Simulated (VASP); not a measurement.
# Be (Fd-3m) in VASP: notebook

The runs below take Be through single point, with PBEsol.

Everything below comes from runs of VASP 6.6.1. Logs are shortened: lines on timing, memory, paths and dates and some standing lists are left out, and cuts for length are marked.

### Step 1. The cell of the first run

Symmetry: Fd-3m, No. 227, cubic system. The conventional cell has a = 3.591 Å, b = 3.591 Å, c = 3.591 Å, α = 90.00°, β = 90.00°, γ = 90.00°. Within 2.1 Å of Be (site symmetry -43m) lie 4 Be at 1.55 Å.

### Step 2. Single point, PBEsol (volume scaled by 0.4)

Input file INCAR:

```
ALGO = Normal ; EDIFF = 1E-6
ENCUT = 600 ; GGA = PS
GGA_COMPAT = False ; ISIF = 2
ISMEAR = -1 ; LASPH = True
LCHARG = False ; LREAL = False
LWAVE = False ; NBANDS = 9
NELM = 120 ; PREC = Accurate
SIGMA = 0.05
```

Input file KPOINTS:

```
k-points
0
Gamma
  15 15 15
```

Input file POSCAR:

```
Be
1.0
    0.0000000000      1.7954584778      1.7954584778
    1.7954584778      0.0000000000      1.7954584778
    1.7954584778      1.7954584778      0.0000000000
Be
2
Direct
   -0.1250000000     -0.1250000000     -0.1250000000
    0.1250000000      0.1250000000      0.1250000000
```

Potentials or basis: VASP PAW PBE potentials, release 64 (Be).

Command:

```sh
> cat potpaw_PBE.64/Be/POTCAR > POTCAR
> mpirun -np 1 vasp_std > vasp.out
```

OUTCAR:

```text
EDIFF = 1E-6
   ENCUT = 600
   GGA = PS
   ISIF = 2
   ISMEAR = -1
   LASPH = True
   LREAL = False
   NELM = 120
   PREC = Accurate

 ion  position               nearest neighbor table
   1  0.875  0.875  0.875-   2 1.55   2 1.55   2 1.55   2 1.55
   2  0.125  0.125  0.125-   1 1.55   1 1.55   1 1.55   1 1.55

  LATTYP: Found a face centered cubic cell.
 ALAT       =     3.5909169556

  Lattice vectors:

 A1 = (   0.0000000000,   1.7954584778,   1.7954584778)
 A2 = (   1.7954584778,   0.0000000000,   1.7954584778)
 A3 = (   1.7954584778,   1.7954584778,   0.0000000000)

Analysis of symmetry for initial positions (statically):
=====================================================================
 Subroutine PRICEL returns:
 Original cell was already a primitive cell.

 Routine SETGRP: Setting up the symmetry group for a
 face centered cubic supercell.

 Subroutine GETGRP returns: Found 48 space group operations
 (whereof 12 operations were pure point group operations)
 out of a pool of 48 trial point group operations.

The static configuration has the point symmetry D_3d.
 The point group associated with its full space group is O_h .

Analysis of symmetry for dynamics (positions and initial velocities):
=====================================================================
 Subroutine PRICEL returns:
 Original cell was already a primitive cell.

 Routine SETGRP: Setting up the symmetry group for a
 face centered cubic supercell.

 Subroutine GETGRP returns: Found 48 space group operations
 (whereof 12 operations were pure point group operations)
 out of a pool of 48 trial point group operations.

The dynamic configuration has the point symmetry D_3d.
 The point group associated with its full space group is O_h .

 Subroutine INISYM returns: Found 48 space group operations
 (whereof 12 operations are pure point group operations),
 and found     1 'primitive' translations

----------------------------------------------------------------------------------------

                                     Primitive cell

  volume of cell :      11.5759

  direct lattice vectors                    reciprocal lattice vectors
     0.000000000  1.795458478  1.795458478    -0.278480403  0.278480403  0.278480403
     1.795458478  0.000000000  1.795458478     0.278480403 -0.278480403  0.278480403
     1.795458478  1.795458478  0.000000000     0.278480403  0.278480403 -0.278480403

  length of vectors
     2.539161730  2.539161730  2.539161730     0.482342206  0.482342206  0.482342206

  position of ions in fractional coordinates (direct lattice)
     0.875000000  0.875000000  0.875000000
     0.125000000  0.125000000  0.125000000

  ion indices of the primitive-cell ions
   primitive index   ion index
                 1           1
                 2           2

----------------------------------------------------------------------------------------

 KPOINTS: k-points

Automatic generation of k-mesh.
 Grid dimensions read from file:
 generate k-points for:   15   15   15

 Generating k-lattice:

  Cartesian coordinates                     Fractional coordinates (reciprocal lattice)
    -0.018565360  0.018565360  0.018565360     0.066666667  0.000000000  0.000000000
     0.018565360 -0.018565360  0.018565360     0.000000000  0.066666667  0.000000000
     0.018565360  0.018565360 -0.018565360     0.000000000  0.000000000  0.066666667

  Length of vectors
     0.032156147  0.032156147  0.032156147

  Shift w.r.t. Gamma in fractional coordinates (k-lattice)
     0.000000000  0.000000000  0.000000000

 Subroutine IBZKPT returns following result:
 ===========================================

 Found    120 irreducible k-points:

 Following reciprocal coordinates:
            Coordinates               Weight
  0.000000  0.000000  0.000000      1.000000
  0.066667  0.000000  0.000000      8.000000
  0.133333  0.000000  0.000000      8.000000
  0.200000  0.000000  0.000000      8.000000
  0.266667  0.000000  0.000000      8.000000
  0.333333  0.000000  0.000000      8.000000
[... 16 lines left out ...]
  0.133333  0.133333  0.000000      6.000000
  0.200000  0.133333  0.000000     24.000000
 [... further k-points ...]
   k-points           NKPTS =    120   k-points in BZ     NKDIM =    120   number of bands    NBANDS=      9
   number of dos      NEDOS =    301   number of ions     NIONS =      2
   total plane-waves  NPLWV =   8000
   dimension x,y,z NGX =    20 NGY =   20 NGZ =   20
   dimension x,y,z NGXF=    40 NGYF=   40 NGZF=   40
   ions per type =               2
   NGX,Y,Z   is equivalent  to a cutoff of  13.09, 13.09, 13.09 a.u.
   NGXF,Y,Z  is equivalent  to a cutoff of  26.19, 26.19, 26.19 a.u.
 SYSTEM =  unknown system
   PREC   = accura    normal or accurate (medium, high low for compatibility)
   ISTART =      0    job   : 0-new  1-cont  2-samecut
   ICHARG =      2    charge: 1-file 2-atom 10-const
   ISPIN  =      1    spin polarized calculation?
   LNONCOLLINEAR =      F non collinear calculations
   LSORBIT =      F    spin-orbit coupling
   LASPH  =      T    aspherical Exc in radial PAW
   ENCUT  =  600.0 eV  44.10 Ry    6.64 a.u.   5.07  5.07  5.07*2*pi/ulx,y,z
   NELM   =    120;   NELMIN=  2; NELMDL= -5     # of ELM steps
   EDIFF  = 0.1E-05   stopping-criterion for ELM
   LREAL  =      F    real-space projection
   EDIFFG = 0.1E-04   stopping-criterion for IOM
   NSW    =      0    number of steps for IOM
   IBRION =     -1    ionic relax: 0-MD 1-quasi-New 2-CG
   NFREE  =      0    steps in history (QN), initial steepest desc. (CG)
   ISIF   =      2    stress and relaxation
   ISYM   =      2    0-nonsym 1-usesym 2-fastsym
   POTIM  = 0.5000    time-step for ionic-motion
   TEBEG  =    0.0;   TEEND  =   0.0 temperature during run
   PSTRESS=    0.0 pullay stress
   NELECT =       4.0000    total number of electrons
   NUPDOWN=      -1.0000    fix difference up-down
   EMIN   =  10.00;   EMAX   =-10.00  energy-range for DOS
   EFERMI =   0.00;   METHOD = LEGACY
   ISMEAR =    -1;   SIGMA  =   0.05  broadening in eV -4-tet -1-fermi 0-gaus
   EFERMI_NEDOS =   21; number of points for ismear=-14 and -15
   IALGO  =     38    algorithm
   IMIX   =      4    mixing-type and parameters
     AMIX     =   0.40;   BMIX     =  1.00
     AMIX_MAG =   1.60;   BMIX_MAG =  1.00
  volume/ion in A,a.u.               =       5.79        39.06
  Fermi-wavevector in a.u.,A,eV,Ry     =   1.148796  2.170909 17.956038  1.319732
  Thomas-Fermi vector in A             =   2.285469
   LORBIT       =      0    0 simple, 1 ext, 2 COOP (PROOUT), +10 PAW based schemes
   GGA     = PS    functional components
   LHFCALC =     F    Hartree Fock is set to
   AEXX    =    0.0000 exact exchange contribution
   IVDW    =     0    specifies the selected vdW correction
   LEPSILON=     F    determine dielectric tensor
   LRPA    =     F    only Hartree local field effects (RPA)
 non-spin polarized calculation
  energy-cutoff  :      600.00
  volume of cell :       11.58
 maximum number of plane-waves:       397
   NGX = 11   NGY = 11   NGZ = 11

 number of electron       4.0000000 magnetization

 Free energy of the ion-electron system (eV)
  ---------------------------------------------------
  ext. energy  EPLUGINS =         0.00000000
  ---------------------------------------------------
  free energy    TOTEN  =         0.59915296 eV

  energy without entropy =        0.60341802  energy(sigma->0) =        0.60128549

 E-fermi :   9.2237     XC(G=0): -11.6330

 val. band max:        9.1924631883   @ k =  -0.3333   0.4667   0.1333
 cond. band min:       9.2866845395   @ k =   0.4000   0.2667   0.0000
 fundamental gap:      0.0942213512
 Fermi energy:         9.2237292412

 k-point     1 :       0.0000    0.0000    0.0000
  band No.  band energies     occupation
      1      -2.9034      2.00000
      2      18.1035      0.00000
      3      18.1035      0.00000
      4      18.1035      0.00000
      5      21.5862      0.00000
      6      21.5862      0.00000
      7      21.5862      0.00000
      8      36.2578      0.00000
      9      36.8142      0.00000

 k-point     2 :       0.0667    0.0000    0.0000
  band No.  band energies     occupation
      1      -2.8070      2.00000
      2      16.7713      0.00000
      3      17.6918      0.00000
      4      17.6918      0.00000
      5      22.1074      0.00000
      6      22.1074      0.00000
      7      22.9120      0.00000
      8      34.2746      0.00000
      9      34.5412      0.00000

 k-point     3 :       0.1333    0.0000    0.0000
  band No.  band energies     occupation
      1      -2.5197      2.00000
      2      14.5447      0.00000
      3      16.8927      0.00000
      4      16.8927      0.00000
      5      23.1300      0.00000
      6      23.1300      0.00000
      7      25.0944      0.00000
      8      32.4119      0.00000
      9      32.8313      0.00000

 k-point     4 :       0.2000    0.0000    0.0000
  band No.  band energies     occupation
      1      -2.0472      2.00000
      2      12.2766      0.00000
      3      16.1106      0.00000
      4      16.1106      0.00000
      5      23.9103      0.00000
      6      23.9103      0.00000
      7      27.1851      0.00000
      8      31.0256      0.00000
      9      32.1804      0.00000

 k-point     5 :       0.2667    0.0000    0.0000
  band No.  band energies     occupation
      1      -1.4024      2.00000
      2      10.1275      0.00000
      3      15.4667      0.00000
      4      15.4667      0.00000
      5      23.9977      0.00000
      6      23.9977      0.00000
      7      28.6939      0.00000
      8      30.2987      0.00000
      9      32.9319      0.00000

 k-point     6 :       0.3333    0.0000    0.0000
  band No.  band energies     occupation
      1      -0.6152      2.00000
      2       8.1814      2.00000
      3      14.9899      0.00000
      4      14.9899      0.00000
      5      23.5879      0.00000
      6      23.5879      0.00000
      7      28.7924      0.00000
      8      30.8232      0.00000
      9      34.8550      0.00000
[... 169 lines left out ...]
 k-point    21 :      -0.1333    0.0667    0.0000
  band No.  band energies     occupation
      1      -2.2955      2.00000
      2      13.7714      0.00000
      3      15.1570      0.00000
      4      17.4196      0.00000
      5      22.6809      0.00000
      6      24.8284      0.00000
      7      25.9299      0.00000
      8      30.6535      0.00000
      9      30.9628      0.00000

 k-point    22 :      -0.0667    0.0667    0.0000
  band No.  band energies     occupation
      1      -2.6465      2.00000
      2      15.9212      0.00000
      3      15.9983      0.00000
      4      17.9297      0.00000
      5      21.9790      0.00000
      6      23.8235      0.00000
      7      23.9220      0.00000
      8      32.1218      0.00000
      9      32.3861      0.00000

 k-point    23 :       0.1333    0.1333    0.0000
  band No.  band energies     occupation
      1      -2.3831      2.00000
      2      14.9329      0.00000
      3      14.9329      0.00000
      4      17.3224      0.00000
      5      21.7305      0.00000
      6      25.6147      0.00000
      7      25.6147      0.00000
      8      27.4449      0.00000
      9      37.6378      0.00000

 k-point    24 :       0.2000    0.1333    0.0000
  band No.  band energies     occupation
      1      -2.0248      2.00000
      2      13.4714      0.00000
      3      14.0816      0.00000
      4      16.8470      0.00000
      5      22.0492      0.00000
      6      25.7163      0.00000
      7      26.8159      0.00000
      8      27.4079      0.00000
      9      36.6106      0.00000

 [... further k-points ...]

------------------------ aborting loop because EDIFF is reached ----------------------------------------

  FORCE on cell =-STRESS in cart. coord.  units (eV):
  Direction    XX          YY          ZZ          XY          YZ          ZX
  --------------------------------------------------------------------------------------
  -------------------------------------------------------------------------------------
  Total       13.6233650     13.6233650     13.6233650     -0.0000000      0.0000000      0.0000000
  in kB     1885.5535904   1885.5535904   1885.5535904     -0.0000000      0.0000000      0.0000000
  external PRESSURE =    1885.5535904 kB  Pullay stress =       0.0000000 kB

 VOLUME and BASIS-vectors are now :
 -----------------------------------------------------------------------------
  energy-cutoff  :      600.00
  volume of cell :       11.58
      direct lattice vectors                 reciprocal lattice vectors
     0.000000000  1.795458478  1.795458478    -0.278480403  0.278480403  0.278480403
     1.795458478  0.000000000  1.795458478     0.278480403 -0.278480403  0.278480403
     1.795458478  1.795458478  0.000000000     0.278480403  0.278480403 -0.278480403

 POSITION                                       TOTAL-FORCE (eV/Angst)
 -----------------------------------------------------------------------------------
      3.14205      3.14205      3.14205        -0.000000      0.000000     -0.000000
      0.44886      0.44886      0.44886         0.000000     -0.000000      0.000000
 -----------------------------------------------------------------------------------
    total drift:                                0.000000      0.000000     -0.000000

  FREE ENERGIE OF THE ION-ELECTRON SYSTEM (eV)
  ---------------------------------------------------
  free  energy   TOTEN  =         0.5991529563 eV

  energy  without entropy=        0.6034180234  energy(sigma->0) =        0.60128549
```

It took 5.5 s on 1 thread of Intel Xeon 6975P-C (Granite Rapids), shared host; peak memory 0.12 GiB.

Results:

| Item | Value |
| --- | --- |
| Free energy | 0.5992 eV |
| Pressure | 188.6 GPa |
| Band gap on the k mesh | zero (band 2 reaches 18.10 eV, above the bottom of band 3 at 7.82 eV) |

Caveat: the PAW data sets were made with another functional, which shifts forces and pressure a little.

### Step 3. Single point, PBEsol (volume scaled by 0.4)

Input file INCAR:

```
SYSTEM = Be
  ALGO = Normal
  EDIFF = 1E-6
  ENCUT = 600
  GGA = PS
  GGA_COMPAT = .FALSE.
  ISIF = 2
  ISMEAR = -1
  LASPH = .TRUE.
  LCHARG = .FALSE.
  LREAL = .FALSE.
  LWAVE = .FALSE.
  NBANDS = 9
  NELM = 120
  PREC = Accurate
  SIGMA = 0.05
```

Input file KPOINTS:

```
k-points
0
G
  15 15 15
  0 0 0
```

POSCAR is that of step 2.

Potentials or basis: VASP PAW PBE potentials, release 64 (Be).

Command:

```sh
> cat potpaw_PBE.64/Be/POTCAR > POTCAR
> mpirun -np 1 vasp_std > vasp.out
```

OUTCAR:

```text
SYSTEM = Be
   EDIFF = 1E-6
   ENCUT = 600
   GGA = PS
   ISIF = 2
   ISMEAR = -1
   LASPH = .TRUE.
   LREAL = .FALSE.
   NELM = 120
   PREC = Accurate

 ion  position               nearest neighbor table
   1  0.875  0.875  0.875-   2 1.55   2 1.55   2 1.55   2 1.55
   2  0.125  0.125  0.125-   1 1.55   1 1.55   1 1.55   1 1.55

  LATTYP: Found a face centered cubic cell.
 ALAT       =     3.5909169556

  Lattice vectors:

 A1 = (   0.0000000000,   1.7954584778,   1.7954584778)
[... 475 lines left out ...]
------------------------ aborting loop because EDIFF is reached ----------------------------------------

  FORCE on cell =-STRESS in cart. coord.  units (eV):
  Direction    XX          YY          ZZ          XY          YZ          ZX
  --------------------------------------------------------------------------------------
  -------------------------------------------------------------------------------------
  Total       13.6233650     13.6233650     13.6233650     -0.0000000      0.0000000      0.0000000
  in kB     1885.5535904   1885.5535904   1885.5535904     -0.0000000      0.0000000      0.0000000
  external PRESSURE =    1885.5535904 kB  Pullay stress =       0.0000000 kB

 VOLUME and BASIS-vectors are now :
 -----------------------------------------------------------------------------
  energy-cutoff  :      600.00
  volume of cell :       11.58
      direct lattice vectors                 reciprocal lattice vectors
     0.000000000  1.795458478  1.795458478    -0.278480403  0.278480403  0.278480403
     1.795458478  0.000000000  1.795458478     0.278480403 -0.278480403  0.278480403
     1.795458478  1.795458478  0.000000000     0.278480403  0.278480403 -0.278480403

 POSITION                                       TOTAL-FORCE (eV/Angst)
 -----------------------------------------------------------------------------------
      3.14205      3.14205      3.14205        -0.000000      0.000000     -0.000000
      0.44886      0.44886      0.44886         0.000000     -0.000000      0.000000
 -----------------------------------------------------------------------------------
    total drift:                                0.000000      0.000000     -0.000000

  FREE ENERGIE OF THE ION-ELECTRON SYSTEM (eV)
  ---------------------------------------------------
  free  energy   TOTEN  =         0.5991529563 eV

  energy  without entropy=        0.6034180234  energy(sigma->0) =        0.60128549
```

stdout:

```text
POSCAR found type information on POSCAR Be
 POSCAR found :  1 types and       2 ions
 scaLAPACK will be used
 -----------------------------------------------------------------------------
|                                                                             |
|                                                                             |
|     You enforced a specific xc type in the INCAR file but a different       |
|     I HOPE YOU KNOW WHAT YOU ARE DOING!                                     |
|                                                                             |
 -----------------------------------------------------------------------------

 LDA part: xc-table for (Slater+PW92), standard interpolation
 POSCAR, INCAR and KPOINTS ok, starting setup
 FFT: planning ... GRIDC
 FFT: planning ... GRID_SOFT
 FFT: planning ... GRID
 WAVECAR not read
 entering main loop
```

Run time: 5.9 s. Hardware: 1 thread of Intel Xeon 6975P-C (Granite Rapids), shared host; peak memory 0.13 GiB.

Results:

```yaml
Free_energy: 0.5992 eV
Pressure: 188.6 GPa
Band_gap_on_the_k_mesh: zero (band 2 reaches 18.10 eV, above the bottom of band 3 at 7.82 eV)
```

Levels at points of the mesh, in eV from the Fermi level:
```
           k point  band 1  band 2  band 3  band 4  band 5
(0.00, 0.00, 0.00)  -12.13    8.88    8.88    8.88   12.36
```

Caveat: the PAW data sets were made with another functional, which shifts forces and pressure a little.

(Part 1 of 2 ends here.)
